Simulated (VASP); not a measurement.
# Cs (Fm-3m) in VASP: a series of runs

Runs on Cs. Level: r2SCAN. Tasks: single point, relaxation of cell and atoms.

Program: VASP 6.6.1. These are calculated values, not measurements. Logs are shortened: lines on timing, memory, paths and dates and some standing lists are left out, and cuts for length are marked.

### 1 The cell of the first run

The structure is cubic, space group Fm-3m (No. 225). Conventional cell: a = 7.907 Å, b = 7.907 Å, c = 7.907 Å, α = 90.00°, β = 90.00°, γ = 90.00°.

This isn't the form of Cs at room conditions, which is bcc.

### 2 Single point, r2SCAN

POSCAR

```
Cs
1.0
    0.0000000000      3.9536154710      3.9536154710
    3.9536154710      0.0000000000      3.9536154710
    3.9536154710      3.9536154710      0.0000000000
Cs
1
Direct
    0.0000000000      0.0000000000      0.0000000000
```

INCAR.step1

```
PREC = Accurate ; ENCUT = 550
ISMEAR = -1 ; SIGMA = 0.1
LREAL = False ; LASPH = True
NELM = 120 ; NBANDS = 10
GGA = PE ; ALGO = Normal
EDIFF = 1E-5 ; LWAVE = True
LCHARG = False ; GGA_COMPAT = False
```

INCAR.step2

```
PREC = Accurate ; ENCUT = 550
EDIFF = 1E-6 ; ISMEAR = -1
SIGMA = 0.1 ; LREAL = False
LASPH = True ; NELM = 120
ALGO = Normal ; ISIF = 2
LWAVE = False ; LCHARG = True
METAGGA = R2SCAN ; LMIXTAU = True
LELF = True ; LVHAR = True
NBANDS = 10 ; ISTART = 1
GGA_COMPAT = False
```

KPOINTS

```
Automatic mesh
0
Gamma
  11 11 11
```

Potentials or basis: VASP PAW PBE potentials, release 64 (Cs_sv).

Started as:

```bash
$ cat potpaw_PBE.64/Cs_sv/POTCAR > POTCAR
$ cp INCAR.step1 INCAR
$ mpirun -np 1 vasp_std > vasp.out
$ cp INCAR.step2 INCAR
$ mpirun -np 1 vasp_std > vasp.out
```

OUTCAR:

```text
PREC = Accurate
   ENCUT = 550
   EDIFF = 1E-6
   ISMEAR = -1
   LREAL = False
   LASPH = True
   NELM = 120
   ISIF = 2
   METAGGA = R2SCAN
   ISTART = 1

 ion  position               nearest neighbor table
   1  0.000  0.000  0.000-

  LATTYP: Found a face centered cubic cell.
 ALAT       =     7.9072309420

  Lattice vectors:

 A1 = (   0.0000000000,   3.9536154710,   3.9536154710)
 A2 = (   3.9536154710,   0.0000000000,   3.9536154710)
 A3 = (   3.9536154710,   3.9536154710,   0.0000000000)

Analysis of symmetry for initial positions (statically):
=====================================================================
 Subroutine PRICEL returns:
 Original cell was already a primitive cell.

 Routine SETGRP: Setting up the symmetry group for a
 face centered cubic supercell.

 Subroutine GETGRP returns: Found 48 space group operations
 (whereof 48 operations were pure point group operations)
 out of a pool of 48 trial point group operations.

The static configuration has the point symmetry O_h .

Analysis of symmetry for dynamics (positions and initial velocities):
=====================================================================
 Subroutine PRICEL returns:
 Original cell was already a primitive cell.

 Routine SETGRP: Setting up the symmetry group for a
 face centered cubic supercell.

 Subroutine GETGRP returns: Found 48 space group operations
 (whereof 48 operations were pure point group operations)
 out of a pool of 48 trial point group operations.

The dynamic configuration has the point symmetry O_h .

 Subroutine INISYM returns: Found 48 space group operations
 (whereof 48 operations are pure point group operations),
 and found     1 'primitive' translations

----------------------------------------------------------------------------------------

                                     Primitive cell

  volume of cell :     123.5985

  direct lattice vectors                    reciprocal lattice vectors
     0.000000000  3.953615471  3.953615471    -0.126466523  0.126466523  0.126466523
     3.953615471  0.000000000  3.953615471     0.126466523 -0.126466523  0.126466523
     3.953615471  3.953615471  0.000000000     0.126466523  0.126466523 -0.126466523

  length of vectors
     5.591256619  5.591256619  5.591256619     0.219046442  0.219046442  0.219046442

  position of ions in fractional coordinates (direct lattice)
     0.000000000  0.000000000  0.000000000

  ion indices of the primitive-cell ions
   primitive index   ion index
                 1           1

----------------------------------------------------------------------------------------

 KPOINTS: Automatic mesh

Automatic generation of k-mesh.
 Grid dimensions read from file:
 generate k-points for:   11   11   11

 Generating k-lattice:

  Cartesian coordinates                     Fractional coordinates (reciprocal lattice)
    -0.011496957  0.011496957  0.011496957     0.090909091  0.000000000  0.000000000
     0.011496957 -0.011496957  0.011496957     0.000000000  0.090909091  0.000000000
     0.011496957  0.011496957 -0.011496957     0.000000000  0.000000000  0.090909091

  Length of vectors
     0.019913313  0.019913313  0.019913313

  Shift w.r.t. Gamma in fractional coordinates (k-lattice)
     0.000000000  0.000000000  0.000000000

 Subroutine IBZKPT returns following result:
 ===========================================

 Found     56 irreducible k-points:

 Following reciprocal coordinates:
            Coordinates               Weight
  0.000000  0.000000  0.000000      1.000000
  0.090909  0.000000  0.000000      8.000000
  0.181818  0.000000  0.000000      8.000000
  0.272727  0.000000  0.000000      8.000000
  0.363636  0.000000  0.000000      8.000000
  0.454545  0.000000  0.000000      8.000000
[... 16 lines left out ...]
 -0.272727  0.181818  0.000000     24.000000
 -0.181818  0.181818  0.000000     12.000000
 [... further k-points ...]
   k-points           NKPTS =     56   k-points in BZ     NKDIM =     56   number of bands    NBANDS=     10
   number of dos      NEDOS =    301   number of ions     NIONS =      1
   total plane-waves  NPLWV = 110592
   dimension x,y,z NGX =    48 NGY =   48 NGZ =   48
   dimension x,y,z NGXF=    96 NGYF=   96 NGZF=   96
   ions per type =               1
   NGX,Y,Z   is equivalent  to a cutoff of  14.27, 14.27, 14.27 a.u.
   NGXF,Y,Z  is equivalent  to a cutoff of  28.54, 28.54, 28.54 a.u.
 SYSTEM =  unknown system
   PREC   = accura    normal or accurate (medium, high low for compatibility)
   ISTART =      1    job   : 0-new  1-cont  2-samecut
   ICHARG =      0    charge: 1-file 2-atom 10-const
   ISPIN  =      1    spin polarized calculation?
   LNONCOLLINEAR =      F non collinear calculations
   LSORBIT =      F    spin-orbit coupling
   LASPH  =      T    aspherical Exc in radial PAW
   ENCUT  =  550.0 eV  40.42 Ry    6.36 a.u.  10.69 10.69 10.69*2*pi/ulx,y,z
   NELM   =    120;   NELMIN=  2; NELMDL=  0     # of ELM steps
   EDIFF  = 0.1E-05   stopping-criterion for ELM
   LREAL  =      F    real-space projection
   EDIFFG = 0.1E-04   stopping-criterion for IOM
   NSW    =      0    number of steps for IOM
   IBRION =     -1    ionic relax: 0-MD 1-quasi-New 2-CG
   NFREE  =      0    steps in history (QN), initial steepest desc. (CG)
   ISIF   =      2    stress and relaxation
   ISYM   =      2    0-nonsym 1-usesym 2-fastsym
   POTIM  = 0.5000    time-step for ionic-motion
   TEBEG  =    0.0;   TEEND  =   0.0 temperature during run
   PSTRESS=    0.0 pullay stress
   NELECT =       9.0000    total number of electrons
   NUPDOWN=      -1.0000    fix difference up-down
   EMIN   =  10.00;   EMAX   =-10.00  energy-range for DOS
   EFERMI =   0.00;   METHOD = LEGACY
   ISMEAR =    -1;   SIGMA  =   0.10  broadening in eV -4-tet -1-fermi 0-gaus
   EFERMI_NEDOS =   21; number of points for ismear=-14 and -15
   IALGO  =     38    algorithm
   IMIX   =      4    mixing-type and parameters
     AMIX     =   0.40;   BMIX     =  1.00
     AMIX_MAG =   1.60;   BMIX_MAG =  1.00
  volume/ion in A,a.u.               =     123.60       834.08
  Fermi-wavevector in a.u.,A,eV,Ry     =   0.683625  1.291864  6.358589  0.467343
  Thomas-Fermi vector in A             =   1.763043
   LORBIT       =      0    0 simple, 1 ext, 2 COOP (PROOUT), +10 PAW based schemes
   METAGGA = R2SCAN    functional components
   LHFCALC =     F    Hartree Fock is set to
   AEXX    =    0.0000 exact exchange contribution
   IVDW    =     0    specifies the selected vdW correction
   LEPSILON=     F    determine dielectric tensor
   LRPA    =     F    only Hartree local field effects (RPA)
 non-spin polarized calculation
  energy-cutoff  :      550.00
  volume of cell :      123.60
 maximum number of plane-waves:      3695
 NGX is ok and might be reduce to    48
   NGX = 21   NGY = 21   NGZ = 21

 number of electron       9.0000001 magnetization

 Free energy of the ion-electron system (eV)
  ---------------------------------------------------
  ext. energy  EPLUGINS =         0.00000000
  ---------------------------------------------------
  free energy    TOTEN  =       -25.03568499 eV

  energy without entropy =      -24.99753503  energy(sigma->0) =      -25.01661001

 E-fermi :   0.3700     XC(G=0):  -5.4521

 val. band max:        0.3482933197   @ k =   0.4545   0.2727   0.0000
 cond. band min:       0.3844855690   @ k =  -0.2727   0.2727   0.0000
 fundamental gap:      0.0361922494
 Fermi energy:         0.3699693246

 k-point     1 :       0.0000    0.0000    0.0000
  band No.  band energies     occupation
      1     -24.4634      2.00000
      2     -10.8400      2.00000
      3     -10.8400      2.00000
      4     -10.8400      2.00000
      5      -1.3447      2.00000
      6       3.0797      0.00000
      7       3.0797      0.00000
      8       3.0797      0.00000
      9       4.1811      0.00000
     10       4.1811      0.00000

 k-point     2 :       0.0909    0.0000    0.0000
  band No.  band energies     occupation
      1     -24.4630      2.00000
      2     -10.8489      2.00000
      3     -10.8411      2.00000
      4     -10.8411      2.00000
      5      -1.2594      2.00000
      6       2.8820      0.00000
      7       3.1185      0.00000
      8       3.1185      0.00000
      9       4.0969      0.00000
     10       4.0969      0.00000

 k-point     3 :       0.1818    0.0000    0.0000
  band No.  band energies     occupation
      1     -24.4620      2.00000
      2     -10.8725      2.00000
      3     -10.8442      2.00000
      4     -10.8442      2.00000
      5      -1.0117      2.00000
      6       2.4643      0.00000
      7       3.1776      0.00000
      8       3.1776      0.00000
      9       3.9949      0.00000
     10       3.9950      0.00000

 k-point     4 :       0.2727    0.0000    0.0000
  band No.  band energies     occupation
      1     -24.4607      2.00000
      2     -10.9031      2.00000
      3     -10.8483      2.00000
      4     -10.8483      2.00000
      5      -0.6267      1.99991
      6       2.0012      0.00000
      7       3.1250      0.00000
      8       3.1250      0.00000
      9       4.1295      0.00000
     10       4.1296      0.00000
[... 222 lines left out ...]
 k-point    22 :      -0.3636    0.1818    0.0000
  band No.  band energies     occupation
      1     -24.4583      2.00000
      2     -10.9328      2.00000
      3     -10.8779      2.00000
      4     -10.8570      2.00000
      5       0.4371      0.67659
      6       1.3220      0.00015
      7       2.2905      0.00000
      8       3.1599      0.00000
      9       4.3829      0.00000
     10       4.6969      0.00000

 k-point    23 :      -0.2727    0.1818    0.0000
  band No.  band energies     occupation
      1     -24.4591      2.00000
      2     -10.9182      2.00000
      3     -10.8745      2.00000
      4     -10.8520      2.00000
      5      -0.0571      1.97245
      6       1.7646      0.00000
      7       2.3539      0.00000
      8       3.2561      0.00000
      9       3.9226      0.00000
     10       4.9685      0.00000

 k-point    24 :      -0.1818    0.1818    0.0000
  band No.  band energies     occupation
      1     -24.4602      2.00000
      2     -10.9002      2.00000
      3     -10.8650      2.00000
      4     -10.8473      2.00000
      5      -0.4968      1.99966
      6       2.0733      0.00000
      7       2.6310      0.00000
      8       3.4252      0.00000
      9       3.5680      0.00000
     10       4.5794      0.00000

 [... further k-points ...]

------------------------ aborting loop because EDIFF is reached ----------------------------------------

  FORCE on cell =-STRESS in cart. coord.  units (eV):
  Direction    XX          YY          ZZ          XY          YZ          ZX
  --------------------------------------------------------------------------------------
  -------------------------------------------------------------------------------------
  Total        0.0016964      0.0016964      0.0016964      0.0000000     -0.0000000     -0.0000000
  in kB        0.0219895      0.0219895      0.0219895      0.0000000     -0.0000000     -0.0000000
  external PRESSURE =       0.0219895 kB  Pullay stress =       0.0000000 kB

 VOLUME and BASIS-vectors are now :
 -----------------------------------------------------------------------------
  energy-cutoff  :      550.00
  volume of cell :      123.60
      direct lattice vectors                 reciprocal lattice vectors
     0.000000000  3.953615471  3.953615471    -0.126466523  0.126466523  0.126466523
     3.953615471  0.000000000  3.953615471     0.126466523 -0.126466523  0.126466523
     3.953615471  3.953615471  0.000000000     0.126466523  0.126466523 -0.126466523

 POSITION                                       TOTAL-FORCE (eV/Angst)
 -----------------------------------------------------------------------------------
      0.00000      0.00000      0.00000         0.000000      0.000000     -0.000000
 -----------------------------------------------------------------------------------
    total drift:                               -0.000000      0.000000      0.000000

  FREE ENERGIE OF THE ION-ELECTRON SYSTEM (eV)
  ---------------------------------------------------
  free  energy   TOTEN  =       -25.0356849886 eV

  energy  without entropy=      -24.9975350273  energy(sigma->0) =      -25.01661001
```

It took 10 min on 1 thread of Intel Xeon Platinum 8259CL at 2.50GHz (Skylake/Cascade Lake), shared host; peak memory 0.38 GiB.

Results:

- Free energy: -25.0357 eV
- Pressure: 0.0 GPa
- Band gap on the k mesh: zero (an odd number of electrons rules out a gap without spin polarisation)

Caveat: the PAW data sets were made with another functional, which shifts forces and pressure a little; spin-orbit coupling is left out, which moves the levels of the heavy elements.

### 3 Relaxation of cell and atoms, r2SCAN

This run uses another cell than the first one, of 110.45 Å³/atom.

POSCAR

```
Cs
1.0
    0.0000000000      3.8081113733      3.8081113733
    3.8081113733      0.0000000000      3.8081113733
    3.8081113733      3.8081113733      0.0000000000
Cs
1
Direct
    0.0000000000      0.0000000000      0.0000000000
```

INCAR.step1

```
SYSTEM = Cs
  ALGO = Normal
  EDIFF = 1E-5
  EDIFFG = -0.005
  ENCUT = 550
  GGA = PE
  GGA_COMPAT = .FALSE.
  IBRION = 2
  ISIF = 3
  ISMEAR = -1
  LASPH = .TRUE.
  LCHARG = .FALSE.
  LREAL = .FALSE.
  LWAVE = .TRUE.
  NELM = 120
  NELMIN = 4
  NSW = 100
  PREC = Accurate
  SIGMA = 0.1
```

INCAR.step2

```
SYSTEM = Cs
  ALGO = Normal
  EDIFF = 1E-7
  EDIFFG = -0.01
  ENCUT = 550
  GGA_COMPAT = .FALSE.
  IBRION = 2
  ISIF = 3
  ISMEAR = -1
  ISTART = 1
  LASPH = .TRUE.
  LCHARG = .FALSE.
  LMIXTAU = .TRUE.
  LREAL = .FALSE.
  LWAVE = .FALSE.
  METAGGA = R2SCAN
  NELM = 120
  NELMIN = 4
  NSW = 80
  PREC = Accurate
  SIGMA = 0.1
```

KPOINTS

```
k-points
0
G
  7 7 7
  0 0 0
```

Potentials or basis: VASP PAW PBE potentials, release 64 (Cs_sv).

Started as:

```bash
$ cat potpaw_PBE.64/Cs_sv/POTCAR > POTCAR
$ cp INCAR.step1 INCAR
$ mpirun -np 1 vasp_std > vasp.out
$ cp INCAR.step2 INCAR
$ mpirun -np 1 vasp_std > vasp.out
```

Run time: 13 min. Hardware: 1 thread of Intel Xeon Platinum 8259CL at 2.50GHz (Skylake/Cascade Lake), shared host; peak memory 0.29 GiB.

It converged, with:

```
Free energy                           : -25.0380 eV
Relaxed volume                        : 123.31 Å³/atom
Relaxed cell                          : a = 5.587 Å, b = 5.587 Å, c = 5.587 Å, α = 60.00°, β = 60.00°, γ = 60.00°
Space group after relaxing (to 0.1 Å) : Fm-3m (No. 225)
Energy gained by relaxing             : 8.9 meV/atom
Ionic steps                           : 4
Pressure after relaxing               : 0.0 GPa
Band gap on the k mesh                : zero (an odd number of electrons rules out a gap without spin polarisation)
```

Step by step:
```
step  energy change (eV)  largest force (eV/Å)  pressure (GPa)  volume (Å³)
   1              0.0000                0.0000            0.24       110.45
   2             -0.0034                0.0000            0.18       113.08
   3             -0.0087                0.0000            0.03       121.24
   4             -0.0089                0.0000            0.01       123.31
```

Final structure:
```cif
data_structure
_symmetry_space_group_name_H-M 'P 1'
_symmetry_Int_Tables_number 1
_cell_length_a 5.5869
_cell_length_b 5.5869
_cell_length_c 5.5869
_cell_angle_alpha 60.000
_cell_angle_beta 60.000
_cell_angle_gamma 60.000
_cell_volume 123.31
loop_
_atom_site_label
_atom_site_type_symbol
_atom_site_fract_x
_atom_site_fract_y
_atom_site_fract_z
_atom_site_occupancy
Cs1 Cs 0.00000 0.00000 0.00000 1
```

Levels at points of the mesh, in eV from the Fermi level:
```csv
k point,band 3,band 4,band 5,band 6,band 7,band 8
"(0.00, 0.00, 0.00)",-11.22,-11.22,-1.73,2.70,2.70,2.70
```

Caveat: the PAW data sets were made with another functional, which shifts forces and pressure a little; spin-orbit coupling is left out, which moves the levels of the heavy elements.

### 4 Single point, r2SCAN, non-collinear spin, zero start, spin-orbit coupling

POSCAR

```
Cs
1.0
    0.0000000000      3.9536154710      3.9536154710
    3.9536154710      0.0000000000      3.9536154710
    3.9536154710      3.9536154710      0.0000000000
Cs
1
Direct
    0.0000000000      0.0000000000      0.0000000000
```

INCAR.step1

```
SYSTEM = Cs
PREC = Accurate
ENCUT = 550
ISMEAR = -1
SIGMA = 0.1
LREAL = .False.
LASPH = .True.
NELM = 200
MAGMOM = 0 0 0
LSORBIT = .True.
GGA_COMPAT = .False.
NBANDS = 20
GGA = PE
ALGO = Normal
EDIFF = 1E-5
LWAVE = .True.
LCHARG = .False.
```

INCAR.step2

```
SYSTEM = Cs
PREC = Accurate
ENCUT = 550
EDIFF = 1E-6
ISMEAR = -1
SIGMA = 0.1
LREAL = .False.
LASPH = .True.
NELM = 200
ALGO = Normal
ISIF = 2
LWAVE = .False.
LCHARG = .False.
MAGMOM = 0 0 0
LORBIT = 11
LSORBIT = .True.
GGA_COMPAT = .False.
LORBMOM = .True.
METAGGA = R2SCAN
LMIXTAU = .True.
NBANDS = 20
ISTART = 1
```

KPOINTS

```
Automatic mesh
0
Gamma
  7 7 7
  0 0 0
```

Started as:

```bash
$ cat potpaw_PBE.64/Cs_sv/POTCAR > POTCAR
$ cp INCAR.step1 INCAR
$ mpirun -np 1 vasp_ncl > vasp.out
$ cp INCAR.step2 INCAR
$ mpirun -np 1 vasp_ncl > vasp.out
```

It took 30 min on 1 thread of Intel Xeon Platinum 8259CL at 2.50GHz (Skylake/Cascade Lake), shared host; peak memory 0.92 GiB.

The run converged. Its results:

```yaml
Free_energy: -25.1919 eV
Pressure: 0.0 GPa
Net_moment: 0.00 μB per cell
Valence_electrons_inside_the_program's_atomic_spheres: Cs 6.57
```

Moments on the atoms (μB; x, y, z):
```
Cs  0.00 0.00 0.00
```

Caveat: the PAW data sets were made with another functional, which shifts forces and pressure a little.

### 5 Summary

```tsv
task	spin	cell	k mesh	gap on the mesh (eV)	pressure (GPa)
single point	off	a = 5.591 Å, angles 60.0°, 1 atom	11 × 11 × 11	none	0.0
relaxation of cell and atoms	off	relaxed from a = 5.385 Å, angles 60.0°, 1 atom	7 × 7 × 7	none	0.0
single point	non-collinear, zero start, SOC	a = 5.591 Å, angles 60.0°, 1 atom	7 × 7 × 7	-	0.0
```

Alike in all rows: level r2SCAN; potentials or basis VASP PAW PBE potentials, release 64 (Cs_sv); cutoff (eV) 550; smearing fermi-dirac 0.1 eV.

Caveats: the PAW data sets were made with another functional, which shifts forces and pressure a little; spin-orbit coupling is left out, which moves the levels of the heavy elements (at least some runs).

Total energies depend on the potentials used, so only differences within one code and one set of settings carry meaning.

The gap in the log of VASP goes by the Fermi energy; the results here count the filled bands.